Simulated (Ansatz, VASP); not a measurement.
One calculation of Tc, two programs

```
Tc
1.0
     0.00000    1.98825    1.98825
     1.98825    0.00000    1.98825
     1.98825    1.98825    0.00000
Tc
1
Direct
  0.00000 0.00000 0.00000
```

Change from the starting cell: volume scaled by 1.06, PAW files.

Alike in both runs: task electric field gradients; functional PBEsol; k mesh 18 × 18 × 18; occupations fermi-dirac, width 0.03 eV; no spin polarisation.

|  | VASP | Ansatz |
| --- | --- | --- |
| version | VASP 6.6.1 | Ansatz 0.2.0 |
| potentials or method | VASP PAW PBE potentials, release 64 (Tc_pv) | PAW with Ansatz's default frozen-core files, scalar-relativistic |
| plane-wave cutoff (eV) | 520 | 500 |
| valence electrons in the cell | 13 | 15 |

VASP gave:

```
pressure (GPa) : -28.6
```

**Question.** Estimate Ansatz's values.

**Answer.** Pressure (GPa): -28.1.

VASP's potentials were made for PBE, not for PBEsol. Both programs put the cell under strong tension, so it lies far from rest at this level. VASP's potentials hold 13 valence electrons a cell and Ansatz's 15, so a difference there can come from the potentials and not from the codes.
